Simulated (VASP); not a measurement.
Wanted: the native input for a VASP 6.6.1 run.

```
Task                   : single point
Functional             : r2SCAN
Potentials or basis    : VASP PAW PBE potentials, release 64 (Lu, Sn_d, Rh_sv_GW)
Cutoff                 : 680 eV
k mesh                 : 4 × 4 × 4
Occupations            : fermi-dirac, width 0.0231 eV
Spin                   : no spin polarisation
Dipole correction      : no
Further INCAR settings : ALGO = Normal; EDIFF = 1e-06; NBANDS = 62
```

LuSnRh4:

```
CELL_PARAMETERS angstrom
0.00000 3.57942 3.57942
3.57942 0.00000 3.57942
3.57942 3.57942 0.00000
ATOMIC_POSITIONS crystal
Lu 0.00000 0.00000 0.00000
Sn 0.25000 0.25000 0.25000
Rh 0.62300 0.62300 0.62300
Rh 0.13100 0.62300 0.62300
Rh 0.62300 0.62300 0.13100
Rh 0.62300 0.13100 0.62300
```

The input as run:

POSCAR

```
LuSnRh4
1.0
    0.0000000000      3.5794190000      3.5794190000
    3.5794190000      0.0000000000      3.5794190000
    3.5794190000      3.5794190000      0.0000000000
Lu Sn Rh
1 1 4
Direct
    0.0000000000      0.0000000000      0.0000000000
    0.2500000000      0.2500000000      0.2500000000
    0.6230000000      0.6230000000      0.6230000000
    0.1310000000      0.6230000000      0.6230000000
    0.6230000000      0.6230000000      0.1310000000
    0.6230000000      0.1310000000      0.6230000000
```

INCAR.step1

```
SYSTEM = LuSnRh4
PREC = Accurate ; ENCUT = 680
ISMEAR = -1 ; SIGMA = 0.0231
LREAL = .FALSE. ; LASPH = .TRUE.
NELM = 120 ; NBANDS = 62
GGA = PE ; ALGO = Normal
EDIFF = 1E-5 ; LWAVE = .TRUE.
LCHARG = .FALSE. ; GGA_COMPAT = .FALSE.
```

INCAR.step2

```
SYSTEM = LuSnRh4
PREC = Accurate ; ENCUT = 680
EDIFF = 1E-6 ; ISMEAR = -1
SIGMA = 0.0231 ; LREAL = .FALSE.
LASPH = .TRUE. ; NELM = 120
ALGO = Normal ; ISIF = 2
LWAVE = .FALSE. ; LCHARG = .FALSE.
METAGGA = R2SCAN ; LMIXTAU = .TRUE.
NBANDS = 62 ; ISTART = 1
GGA_COMPAT = .FALSE.
```

KPOINTS

```
Automatic mesh
0
G
  4 4 4
  0 0 0
```

Potentials or basis: VASP PAW PBE potentials, release 64 (Lu, Sn_d, Rh_sv_GW).

Launch:

```console
$ cat potpaw_PBE.64/Lu/POTCAR potpaw_PBE.64/Sn_d/POTCAR potpaw_PBE.64/Rh_sv_GW/POTCAR > POTCAR
$ cp INCAR.step1 INCAR
$ mpirun -np 1 vasp_std > vasp.out
$ cp INCAR.step2 INCAR
$ mpirun -np 1 vasp_std > vasp.out
```

It gave:

```json
{
  "Pressure": "20.7 GPa",
  "Largest force": "0.720 eV/Å",
  "Band gap on the k mesh": "zero (an odd number of electrons rules out a gap without spin polarisation)"
}
```

Caveat: the k points lie up to 0.38 Å⁻¹ apart, too coarse for converged energies and pressures of a metal; the PAW data sets were made with another functional, which shifts forces and pressure a little; spin-orbit coupling is left out, which moves the levels of the heavy elements.

Run time: 9.8 min on 1 thread of Intel(R) Xeon(R) Platinum 8259CL CPU @ 2.50GHz (Skylake/Cascade Lake), with other jobs on the host, peak memory 0.41 GiB.
